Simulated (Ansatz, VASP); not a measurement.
# Two plane-wave programs on SiNi

The input INCAR:

```
SYSTEM = SiNi
PREC = Accurate
ENCUT = 520
EDIFF = 1E-7
ISMEAR = 0
SIGMA = 0.15
LREAL = Auto
LASPH = .True.
NELM = 60
ALGO = Fast
ISIF = 2
LWAVE = .False.
LCHARG = .False.
GGA = PE
NBANDS = 70
```

KPOINTS

```
Automatic mesh
0
Gamma
  8 11 4
  0 0 0
```

POSCAR

```
SiNi
1.0
   -5.1540864066      0.0000000000      0.0000000000
    0.0000000000     -3.3754900003      0.0000000000
    0.0000000000      0.0000000000     14.2394279321
Si Ni
8 8
Direct
    0.6787529608      0.2500000000      0.4278408544
    0.6787529608      0.2500000000      0.0331821650
    0.8212470392      0.7500000000      0.6251701992
    0.8212470392      0.7500000000      0.2305115097
    0.1787529608      0.2500000000      0.5588058692
    0.1787529608      0.2500000000      0.1641471797
    0.3212470392      0.7500000000      0.7561352139
    0.3212470392      0.7500000000      0.3614765244
    0.9917824239      0.7500000000      0.4690466956
    0.9917824239      0.7500000000      0.0743880062
    0.5082175761      0.2500000000      0.6663760404
    0.5082175761      0.2500000000      0.2717173509
    0.4917824239      0.7500000000      0.5176000280
    0.4917824239      0.7500000000      0.1229413385
    0.0082175761      0.2500000000      0.7149293727
    0.0082175761      0.2500000000      0.3202706832
```

Input for Ansatz:

```yaml
crystal:
  lattice:
    - [-5.1540864066, 0.0, 0.0]
    - [0.0, -3.3754900003, 0.0]
    - [0.0, 0.0, 14.2394279321]
  atoms:
    - { symbol: Si, position: [0.6787529608, 0.25, 0.4278408544] }
    - { symbol: Si, position: [0.6787529608, 0.25, 0.033182165] }
    - { symbol: Si, position: [0.8212470392, 0.75, 0.6251701992] }
    - { symbol: Si, position: [0.8212470392, 0.75, 0.2305115097] }
    - { symbol: Si, position: [0.1787529608, 0.25, 0.5588058692] }
    - { symbol: Si, position: [0.1787529608, 0.25, 0.1641471797] }
    - { symbol: Si, position: [0.3212470392, 0.75, 0.7561352139] }
    - { symbol: Si, position: [0.3212470392, 0.75, 0.3614765244] }
    - { symbol: Ni, position: [0.9917824239, 0.75, 0.4690466956] }
    - { symbol: Ni, position: [0.9917824239, 0.75, 0.0743880062] }
    - { symbol: Ni, position: [0.5082175761, 0.25, 0.6663760404] }
    - { symbol: Ni, position: [0.5082175761, 0.25, 0.2717173509] }
    - { symbol: Ni, position: [0.4917824239, 0.75, 0.517600028] }
    - { symbol: Ni, position: [0.4917824239, 0.75, 0.1229413385] }
    - { symbol: Ni, position: [0.0082175761, 0.25, 0.7149293727] }
    - { symbol: Ni, position: [0.0082175761, 0.25, 0.3202706832] }
basis:
  ecutwfc: 420
kpoints:
  mp_grid: { grid: [8, 11, 4] }
hamiltonian:
  xc: pbe
scf:
  occupations: { method: gaussian, width: 0.15 }
output:
  forces: true
  stress: true
  eigenvalues: true
```

Alike in both runs: task single point; functional PBE; k mesh 8 × 11 × 4; occupations gaussian, width 0.15 eV; no spin polarisation.

|  | VASP | Ansatz |
| --- | --- | --- |
| version | VASP 6.6.1 | Ansatz 0.2.0 |
| potentials or method | VASP PAW PBE potentials, release 64 (Si, Ni), cutoff 520 eV | scalar-relativistic, plane waves, PAW |
| valence electrons in the cell | 112 | 176 |

```csv
,VASP,Ansatz,Ansatz less VASP
gap on the k mesh at the Fermi level (eV),none,none,-
pressure (GPa),-3.2,-3.3,-0.09
"traceless stress, the component that is largest in VASP (GPa)",-0.54,-0.58,-0.041
rms of the force components (eV/Å),0.250,0.255,+0.0052
```

Atom by atom the forces differ by 0.008 eV/Å (rms over components). A gap of «none» marks a metal or a gap that the smearing closes. VASP's potentials hold 112 valence electrons a cell and Ansatz's 176, so a difference there can come from the potentials and not from the codes.
